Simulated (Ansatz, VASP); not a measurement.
## Si: VASP beside Ansatz

```
CELL_PARAMETERS angstrom
0.05431 2.74262 2.74262
2.74262 0.05431 2.74262
2.74262 2.74262 0.05431
ATOMIC_POSITIONS crystal
Si 0.50000 0.50000 0.50000
Si 0.75000 0.75000 0.75000
```

Change from the starting cell: equal xy, yz and zx shear strains of +2 %, crystal datasets.

Alike in both runs: task electric field gradients; functional LDA; k mesh 12 × 12 × 12; occupations fermi-dirac, width 0.08 eV; no spin polarisation.

|  | VASP | Ansatz |
| --- | --- | --- |
| version | VASP 6.6.1 | Ansatz 0.2.0 |
| potentials or method | VASP PAW LDA potentials, release 64 (Si), cutoff 520 eV | all-electron PAW with datasets made for the crystal, scalar-relativistic |

VASP gave:

```
pressure (GPa)                                                : -1.3
traceless stress, the component that is largest in VASP (GPa) : -1.94
rms of the force components (eV/Å)                            : 0.168
size of Vzz on the site where it differs most (V/Å²)          : 8.2
```

**Question.** Which values does Ansatz return?

**Answer.** Pressure (GPa): -1.4; traceless stress, the component that is largest in VASP (GPa): -1.92; rms of the force components (eV/Å): 0.167; size of Vzz on the site where it differs most (V/Å²): 7.7.

LDA's correlation is that of Perdew and Zunger in VASP and of Perdew and Wang (1992) in Ansatz. Atom by atom the forces differ by 0.000 eV/Å (rms over components). Ansatz ran all-electron here, and VASP with PAW potentials.
